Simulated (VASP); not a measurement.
# Ag (R-3m) in VASP: further runs

Runs on Ag. Level: r2SCAN. Tasks: single point.

Everything below comes from runs of VASP 6.6.1. Logs are shortened: lines on timing, memory, paths and dates and some standing lists are left out, and cuts for length are marked.

### Step 1. The cell of the first run

Symmetry: R-3m, No. 166, trigonal system. The conventional cell has a = 5.552 Å, b = 5.552 Å, c = 2.040 Å, α = 90.00°, β = 90.00°, γ = 120.00°. Ag (site symmetry -3m) has 2 Ag at 2.04 Å within 2.7 Å.

### Step 2. Single point, r2SCAN

POSCAR

```
Ag
1.0
   -2.2247275258      1.7012622256      1.7012622256
    1.7012622256     -2.2247275258      1.7012622256
    1.7012622256      1.7012622256     -2.2247275258
Ag
1
Direct
    0.0000000000      0.0000000000      0.0000000000
```

INCAR.step1

```
SYSTEM = Ag
PREC = Accurate
ENCUT = 520
ISMEAR = 0
SIGMA = 0.15
LREAL = .FALSE.
LASPH = .TRUE.
NELM = 60
NBANDS = 12
GGA = PE
ALGO = Normal
EDIFF = 1E-4
LWAVE = .TRUE.
LCHARG = .FALSE.
```

INCAR.step2

```
SYSTEM = Ag
PREC = Accurate
ENCUT = 520
EDIFF = 1E-6
ISMEAR = 0
SIGMA = 0.15
LREAL = .FALSE.
LASPH = .TRUE.
NELM = 60
ALGO = Normal
ISIF = 2
LWAVE = .FALSE.
LCHARG = .FALSE.
METAGGA = R2SCAN
LMIXTAU = .TRUE.
NBANDS = 12
ISTART = 1
```

KPOINTS

```
regular mesh
0
G
  22 22 22
  0 0 0
```

Potentials or basis: VASP PAW PBE potentials, release 64 (Ag).

On the command line:

```console
cat potpaw_PBE.64/Ag/POTCAR > POTCAR
cp INCAR.step1 INCAR
mpirun -np 1 vasp_std > vasp.out
cp INCAR.step2 INCAR
mpirun -np 1 vasp_std > vasp.out
```

OUTCAR:

```text
SYSTEM = Ag
   PREC = Accurate
   ENCUT = 520
   EDIFF = 1E-6
   ISMEAR = 0
   LREAL = .FALSE.
   LASPH = .TRUE.
   NELM = 60
   ISIF = 2
   METAGGA = R2SCAN
   ISTART = 1

 ion  position               nearest neighbor table
   1  0.000  0.000  0.000-

  LATTYP: Found a trigonal (rhomboedric) cell.
 ALAT       =     3.2768885981
 COS(alpha) =    -0.4354066986

  Lattice vectors:

 A1 = (  -2.2247275258,   1.7012622256,   1.7012622256)
 A2 = (   1.7012622256,  -2.2247275258,   1.7012622256)
 A3 = (   1.7012622256,   1.7012622256,  -2.2247275258)

Analysis of symmetry for initial positions (statically):
=====================================================================
 Subroutine PRICEL returns:
 Original cell was already a primitive cell.

 Routine SETGRP: Setting up the symmetry group for a
 trigonal (rhombohedral) supercell.

 Subroutine GETGRP returns: Found 12 space group operations
 (whereof 12 operations were pure point group operations)
 out of a pool of 12 trial point group operations.

The static configuration has the point symmetry D_3d.

Analysis of symmetry for dynamics (positions and initial velocities):
=====================================================================
 Subroutine PRICEL returns:
 Original cell was already a primitive cell.

 Routine SETGRP: Setting up the symmetry group for a
 trigonal (rhombohedral) supercell.

 Subroutine GETGRP returns: Found 12 space group operations
 (whereof 12 operations were pure point group operations)
 out of a pool of 12 trial point group operations.

The dynamic configuration has the point symmetry D_3d.

 Subroutine INISYM returns: Found 12 space group operations
 (whereof 12 operations are pure point group operations),
 and found     1 'primitive' translations

----------------------------------------------------------------------------------------

                                     Primitive cell

  volume of cell :      18.1538

  direct lattice vectors                    reciprocal lattice vectors
    -2.224727526  1.701262226  1.701262226     0.113205707  0.367918547  0.367918547
     1.701262226 -2.224727526  1.701262226     0.367918547  0.113205707  0.367918547
     1.701262226  1.701262226 -2.224727526     0.367918547  0.367918547  0.113205707

  length of vectors
     3.276888598  3.276888598  3.276888598     0.532488165  0.532488165  0.532488165

  position of ions in fractional coordinates (direct lattice)
     0.000000000  0.000000000  0.000000000

  ion indices of the primitive-cell ions
   primitive index   ion index
                 1           1

----------------------------------------------------------------------------------------

 KPOINTS: regular mesh

Automatic generation of k-mesh.
 Grid dimensions read from file:
 generate k-points for:   22   22   22

 Generating k-lattice:

  Cartesian coordinates                     Fractional coordinates (reciprocal lattice)
     0.005145714  0.016723570  0.016723570     0.045454545  0.000000000  0.000000000
     0.016723570  0.005145714  0.016723570     0.000000000  0.045454545  0.000000000
     0.016723570  0.016723570  0.005145714     0.000000000  0.000000000  0.045454545

  Length of vectors
     0.024204008  0.024204008  0.024204008

  Shift w.r.t. Gamma in fractional coordinates (k-lattice)
     0.000000000  0.000000000  0.000000000

 Subroutine IBZKPT returns following result:
 ===========================================

 Found   1024 irreducible k-points:

 Following reciprocal coordinates:
            Coordinates               Weight
  0.000000  0.000000  0.000000      1.000000
  0.045455 -0.000000  0.000000      6.000000
  0.090909 -0.000000  0.000000      6.000000
  0.136364 -0.000000 -0.000000      6.000000
  0.181818  0.000000 -0.000000      6.000000
  0.227273 -0.000000 -0.000000      6.000000
[... 16 lines left out ...]
  0.500000  0.045455 -0.000000     12.000000
 -0.454545  0.045455  0.000000     12.000000
 [... further k-points ...]
   k-points           NKPTS =   1024   k-points in BZ     NKDIM =   1024   number of bands    NBANDS=     12
   number of dos      NEDOS =    301   number of ions     NIONS =      1
   total plane-waves  NPLWV =  13824
   dimension x,y,z NGX =    24 NGY =   24 NGZ =   24
   dimension x,y,z NGXF=    48 NGYF=   48 NGZF=   48
   ions per type =               1
   NGX,Y,Z   is equivalent  to a cutoff of  12.18, 12.18, 12.18 a.u.
   NGXF,Y,Z  is equivalent  to a cutoff of  24.35, 24.35, 24.35 a.u.
 SYSTEM =  Ag
   PREC   = accura    normal or accurate (medium, high low for compatibility)
   ISTART =      1    job   : 0-new  1-cont  2-samecut
   ICHARG =      0    charge: 1-file 2-atom 10-const
   ISPIN  =      1    spin polarized calculation?
   LNONCOLLINEAR =      F non collinear calculations
   LSORBIT =      F    spin-orbit coupling
   LASPH  =      T    aspherical Exc in radial PAW
   ENCUT  =  520.0 eV  38.22 Ry    6.18 a.u.   6.09  6.09  6.09*2*pi/ulx,y,z
   NELM   =     60;   NELMIN=  2; NELMDL=  0     # of ELM steps
   EDIFF  = 0.1E-05   stopping-criterion for ELM
   LREAL  =      F    real-space projection
   EDIFFG = 0.1E-04   stopping-criterion for IOM
   NSW    =      0    number of steps for IOM
   IBRION =     -1    ionic relax: 0-MD 1-quasi-New 2-CG
   NFREE  =      0    steps in history (QN), initial steepest desc. (CG)
   ISIF   =      2    stress and relaxation
   ISYM   =      2    0-nonsym 1-usesym 2-fastsym
   POTIM  = 0.5000    time-step for ionic-motion
   TEBEG  =    0.0;   TEEND  =   0.0 temperature during run
   PSTRESS=    0.0 pullay stress
   NELECT =      11.0000    total number of electrons
   NUPDOWN=      -1.0000    fix difference up-down
   EMIN   =  10.00;   EMAX   =-10.00  energy-range for DOS
   EFERMI =   0.00;   METHOD = LEGACY
   ISMEAR =     0;   SIGMA  =   0.15  broadening in eV -4-tet -1-fermi 0-gaus
   EFERMI_NEDOS =   21; number of points for ismear=-14 and -15
   IALGO  =     38    algorithm
   IMIX   =      4    mixing-type and parameters
     AMIX     =   0.40;   BMIX     =  1.00
     AMIX_MAG =   1.60;   BMIX_MAG =  1.00
  volume/ion in A,a.u.               =      18.15       122.51
  Fermi-wavevector in a.u.,A,eV,Ry     =   1.385318  2.617871 26.111022  1.919106
  Thomas-Fermi vector in A             =   2.509739
   LORBIT       =      0    0 simple, 1 ext, 2 COOP (PROOUT), +10 PAW based schemes
   METAGGA = R2SCAN    functional components
   LHFCALC =     F    Hartree Fock is set to
   AEXX    =    0.0000 exact exchange contribution
   IVDW    =     0    specifies the selected vdW correction
   LEPSILON=     F    determine dielectric tensor
   LRPA    =     F    only Hartree local field effects (RPA)
 non-spin polarized calculation
 Gauss-broadening in eV      SIGMA  =   0.15
  energy-cutoff  :      520.00
  volume of cell :       18.15
 maximum number of plane-waves:       506
   NGX = 13   NGY = 13   NGZ = 13

 number of electron      11.0000000 magnetization

 Free energy of the ion-electron system (eV)
  ---------------------------------------------------
  ext. energy  EPLUGINS =         0.00000000
  ---------------------------------------------------
  free energy    TOTEN  =       -18.24655861 eV

  energy without entropy =      -18.24395243  energy(sigma->0) =      -18.24525552

 E-fermi :   7.9108     XC(G=0): -12.3047

 val. band max:        7.9072055473   @ k =   0.4545   0.3636   0.2727
 cond. band min:       7.9173797066   @ k =   0.4091   0.3636   0.1364
 fundamental gap:      0.0101741593
 Fermi energy:         7.9108413439

 k-point     1 :       0.0000    0.0000    0.0000
  band No.  band energies     occupation
      1      -2.3668      2.00000
      2       0.5628      2.00000
      3       2.1438      2.00000
      4       2.1438      2.00000
      5       5.8915      2.00000
      6       5.8915      2.00000
      7      20.7036      0.00000
      8      20.7036      0.00000
      9      20.7960      0.00000
     10      26.1785      0.00000
     11      26.1785      0.00000
     12      31.0036      0.00000

 k-point     2 :       0.0455   -0.0000    0.0000
  band No.  band energies     occupation
      1      -2.1904      2.00000
      2       0.6526      2.00000
      3       2.1665      2.00000
      4       2.1789      2.00000
      5       5.7029      2.00000
      6       5.7082      2.00000
      7      20.8027      0.00000
      8      20.8269      0.00000
      9      20.9342      0.00000
     10      26.2684      0.00000
     11      26.3162      0.00000
     12      31.0701      0.00000

 k-point     3 :       0.0909   -0.0000    0.0000
  band No.  band energies     occupation
      1      -1.6740      2.00000
      2       0.9229      2.00000
      3       2.2332      2.00000
      4       2.2821      2.00000
      5       5.1845      2.00000
      6       5.2015      2.00000
      7      20.8847      0.00000
      8      21.1323      0.00000
      9      21.5115      0.00000
     10      26.5350      0.00000
     11      26.7354      0.00000
     12      31.2961      0.00000
[... 286 lines left out ...]
 k-point    23 :       0.5000    0.0455   -0.0000
  band No.  band energies     occupation
      1      -0.5338      2.00000
      2      -0.1261      2.00000
      3       3.5408      2.00000
      4       3.9134      2.00000
      5       5.8452      2.00000
      6      11.5396      0.00000
      7      18.1590      0.00000
      8      21.0494      0.00000
      9      21.9848      0.00000
     10      27.1653      0.00000
     11      29.4811      0.00000
     12      29.9656      0.00000

 k-point    24 :      -0.4545    0.0455    0.0000
  band No.  band energies     occupation
      1      -0.2794      2.00000
      2       0.1402      2.00000
      3       3.4327      2.00000
      4       3.8024      2.00000
      5       5.3815      2.00000
      6      10.1739      0.00000
      7      19.5322      0.00000
      8      20.7224      0.00000
      9      21.6974      0.00000
     10      27.8153      0.00000
     11      29.1908      0.00000
     12      30.8843      0.00000

 [... further k-points ...]

------------------------ aborting loop because EDIFF is reached ----------------------------------------

  FORCE on cell =-STRESS in cart. coord.  units (eV):
  Direction    XX          YY          ZZ          XY          YZ          ZX
  --------------------------------------------------------------------------------------
  -------------------------------------------------------------------------------------
  Total        7.9361049      7.9361049      7.9361049      9.2390411      9.2390411      9.2390411
  in kB      700.4050108    700.4050108    700.4050108    815.3963074    815.3963074    815.3963074
  external PRESSURE =     700.4050108 kB  Pullay stress =       0.0000000 kB

 VOLUME and BASIS-vectors are now :
 -----------------------------------------------------------------------------
  energy-cutoff  :      520.00
  volume of cell :       18.15
      direct lattice vectors                 reciprocal lattice vectors
    -2.224727526  1.701262226  1.701262226     0.113205707  0.367918547  0.367918547
     1.701262226 -2.224727526  1.701262226     0.367918547  0.113205707  0.367918547
     1.701262226  1.701262226 -2.224727526     0.367918547  0.367918547  0.113205707

 POSITION                                       TOTAL-FORCE (eV/Angst)
 -----------------------------------------------------------------------------------
      0.00000      0.00000      0.00000        -0.000000      0.000000     -0.000000
 -----------------------------------------------------------------------------------
    total drift:                                0.000000      0.000000     -0.000000

  FREE ENERGIE OF THE ION-ELECTRON SYSTEM (eV)
  ---------------------------------------------------
  free  energy   TOTEN  =       -18.2465586107 eV

  energy  without entropy=      -18.2439524336  energy(sigma->0) =      -18.24525552
```

It took 3 min on 1 thread of Intel Xeon 6975P-C (Granite Rapids), shared host; peak memory 0.32 GiB.

Results:

```
Free energy            : -18.2466 eV
Pressure               : 70.0 GPa
Band gap on the k mesh : zero (an odd number of electrons rules out a gap without spin polarisation)
```

Stress tensor (GPa, compression positive):
```
70.04 81.54 81.54
81.54 70.04 81.54
81.54 81.54 70.04
```

Caveat: the cell stands under pressure; the PAW data sets were made with another functional, which shifts forces and pressure a little.

### Step 3. Single point, r2SCAN

This run uses another cell than the first one, of the same volume but with other edges.

POSCAR

```
Ag
1.0
   -1.8352105895      1.6604286286      1.6604286286
    1.6604286286     -1.8352105895      1.6604286286
    1.6604286286      1.6604286286     -1.8352105895
Ag
1
Direct
    0.0000000000      0.0000000000      0.0000000000
```

INCAR.step1

```
  PREC = Accurate
  ENCUT = 520
  ISMEAR = 0
  SIGMA = 0.15
  LREAL = False
  LASPH = True
  NELM = 60
  NBANDS = 12
  GGA = PE
  ALGO = Normal
  EDIFF = 1E-4
  LWAVE = True
  LCHARG = False
```

INCAR.step2

```
  PREC = Accurate
  ENCUT = 520
  EDIFF = 1E-6
  ISMEAR = 0
  SIGMA = 0.15
  LREAL = False
  LASPH = True
  NELM = 60
  ALGO = Normal
  ISIF = 2
  LWAVE = False
  LCHARG = True
  METAGGA = R2SCAN
  LMIXTAU = True
  LELF = True
  LVHAR = True
  NBANDS = 12
  ISTART = 1
```

KPOINTS

```
regular mesh
0
Gamma
  22 22 22
```

Potentials or basis: VASP PAW PBE potentials, release 64 (Ag).

On the command line:

```console
cat potpaw_PBE.64/Ag/POTCAR > POTCAR
cp INCAR.step1 INCAR
mpirun -np 1 vasp_std > vasp.out
cp INCAR.step2 INCAR
mpirun -np 1 vasp_std > vasp.out
```

OUTCAR:

```text
PREC = Accurate
   ENCUT = 520
   EDIFF = 1E-6
   ISMEAR = 0
   LREAL = False
   LASPH = True
   NELM = 60
   ISIF = 2
   METAGGA = R2SCAN
   ISTART = 1

 ion  position               nearest neighbor table
   1  0.000  0.000  0.000-

  LATTYP: Found a trigonal (rhomboedric) cell.
 ALAT       =     2.9802758881
 COS(alpha) =    -0.3757523646

  Lattice vectors:

 A1 = (  -1.8352105895,   1.6604286286,   1.6604286286)
 A2 = (   1.6604286286,  -1.8352105895,   1.6604286286)
[... 541 lines left out ...]

 [... further k-points ...]

------------------------ aborting loop because EDIFF is reached ----------------------------------------

  FORCE on cell =-STRESS in cart. coord.  units (eV):
  Direction    XX          YY          ZZ          XY          YZ          ZX
  --------------------------------------------------------------------------------------
  -------------------------------------------------------------------------------------
  Total        0.0795011      0.0795011      0.0795011      1.0234678      1.0234678      1.0234678
  in kB        7.0164105      7.0164105      7.0164105     90.3266783     90.3266783     90.3266783
  external PRESSURE =       7.0164105 kB  Pullay stress =       0.0000000 kB

 VOLUME and BASIS-vectors are now :
 -----------------------------------------------------------------------------
  energy-cutoff  :      520.00
  volume of cell :       18.15
      direct lattice vectors                 reciprocal lattice vectors
    -1.835210589  1.660428629  1.660428629     0.033655378  0.319726090  0.319726090
     1.660428629 -1.835210589  1.660428629     0.319726090  0.033655378  0.319726090
     1.660428629  1.660428629 -1.835210589     0.319726090  0.319726090  0.033655378

 POSITION                                       TOTAL-FORCE (eV/Angst)
 -----------------------------------------------------------------------------------
      0.00000      0.00000      0.00000         0.000000      0.000000      0.000000
 -----------------------------------------------------------------------------------
    total drift:                                0.000000      0.000000     -0.000000

  FREE ENERGIE OF THE ION-ELECTRON SYSTEM (eV)
  ---------------------------------------------------
  free  energy   TOTEN  =       -21.1804685471 eV

  energy  without entropy=      -21.1776918147  energy(sigma->0) =      -21.17908018
```

Run time: 3.2 min. Hardware: 1 thread of Intel Xeon 6975P-C (Granite Rapids), shared host; peak memory 0.33 GiB.

What came out:

* Free energy: -21.1805 eV
* Pressure: 0.7 GPa
* Band gap on the k mesh: zero (an odd number of electrons rules out a gap without spin polarisation)

Caveat: the PAW data sets were made with another functional, which shifts forces and pressure a little.

### Step 4. Single point, r2SCAN

This run uses another cell than the first one, of the same volume but with other edges.

POSCAR

```
Ag
1.0
   -1.4541613943      1.6618987364      1.6618987364
    1.6618987364     -1.4541613943      1.6618987364
    1.6618987364      1.6618987364     -1.4541613943
Ag
1
Direct
    0.0000000000      0.0000000000      0.0000000000
```

INCAR.step1

```
ALGO = Normal
EDIFF = 1E-4
ENCUT = 520
GGA = PE
ISMEAR = 0
LASPH = True
LCHARG = False
LREAL = False
LWAVE = True
NBANDS = 12
NELM = 60
PREC = Accurate
SIGMA = 0.15
```

INCAR.step2

```
ALGO = Normal
EDIFF = 1E-6
ENCUT = 520
ISIF = 2
ISMEAR = 0
ISTART = 1
LASPH = True
LCHARG = False
LMIXTAU = True
LREAL = False
LWAVE = False
METAGGA = R2SCAN
NBANDS = 12
NELM = 60
PREC = Accurate
SIGMA = 0.15
```

KPOINTS

```
k-points
0
Gamma
  22 22 22
```

On the command line:

```console
cat potpaw_PBE.64/Ag/POTCAR > POTCAR
cp INCAR.step1 INCAR
mpirun -np 1 vasp_std > vasp.out
cp INCAR.step2 INCAR
mpirun -np 1 vasp_std > vasp.out
```

Wall time 3.3 min (1 thread of Intel Xeon 6975P-C (Granite Rapids), shared host); peak memory 0.32 GiB.

The run converged. Its results:

| Property | Result |
| --- | --- |
| Free energy | -21.2401 eV |
| Pressure | -0.7 GPa |
| Band gap on the k mesh | zero (an odd number of electrons rules out a gap without spin polarisation) |

Stress tensor (GPa, compression positive):
```
-0.73 -3.08 -3.08
-3.08 -0.73 -3.08
-3.08 -3.08 -0.73
```

Levels at points of the mesh, in eV from the Fermi level:
```csv
k point,band 3,band 4,band 5,band 6,band 7,band 8
"(0.00, 0.00, 0.00)",-5.69,-4.29,-3.70,-3.70,16.88,16.88
"(0.50, 0.00, 0.00)",-3.73,-3.68,-3.26,-0.45,2.88,14.57
"(0.50, 0.50, 0.00)",-4.00,-3.89,-2.68,0.94,5.24,10.33
"(0.50, 0.50, 0.50)",-3.99,-2.78,-2.78,7.04,7.04,7.59
```

Caveat: the PAW data sets were made with another functional, which shifts forces and pressure a little.

### Step 5. Summary

| cell | gap on the mesh (eV) | pressure (GPa) |
| --- | --- | --- |
| a = 3.277 Å, angles 115.8°, 1 atom | none | 70.0 |
| a = 2.980 Å, angles 112.1°, 1 atom | none | 0.7 |
| a = 2.764 Å, angles 105.7°, 1 atom | none | -0.7 |

Alike in all rows: task single point; level r2SCAN; potentials or basis VASP PAW PBE potentials, release 64 (Ag); no spin polarisation; k mesh 22 × 22 × 22; cutoff (eV) 520; smearing gaussian 0.15 eV.

Caveats: the PAW data sets were made with another functional, which shifts forces and pressure a little; the cell stands under pressure (at least some runs).

Absolute energies hang on the potentials; compare differences alone.
